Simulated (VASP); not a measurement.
Input of a VASP 6.6.1 run:

INCAR

```
ALGO = Normal
EDIFF = 1E-6
ENCUT = 520
GGA = PS
ISIF = 2
ISMEAR = -1
LASPH = T
LCHARG = F
LREAL = F
LWAVE = F
NBANDS = 28
NELM = 60
PREC = Accurate
SIGMA = 0.02
```

KPOINTS

```
k-points
0
Gamma
  6 6 6
```

Contents of POSCAR:

```
BaZrO3
1.0
    4.1809823137      0.0000000000      0.0000000000
    0.0000000000      4.1809823137      0.0000000000
    0.0000000000      0.0000000000      4.1809823137
Ba Zr O
1 1 3
Direct
    0.0000000000      0.0000000000      0.0000000000
    0.5000000000      0.5000000000      0.5000000000
    0.0000000000      0.5000000000      0.5000000000
    0.5000000000      0.0000000000      0.5000000000
    0.5000000000      0.5000000000      0.0000000000
```

Potentials or basis: VASP PAW PBE potentials, release 64 (Ba_sv, Zr_sv, O).

Launch:

```console
$ cat potpaw_PBE.64/Ba_sv/POTCAR potpaw_PBE.64/Zr_sv/POTCAR potpaw_PBE.64/O/POTCAR > POTCAR
$ mpirun -np 1 vasp_std > vasp.out
```

(1) What does it give for the pressure?

(2) What does it give for the band gap on the k mesh?

Results:

(1) 1.1 GPa.

(2) 3.12 eV (least direct gap 3.33 eV).

Caveat: the PAW data sets were made with another functional, which shifts forces and pressure a little; spin-orbit coupling is left out, which moves the levels of the heavy elements.
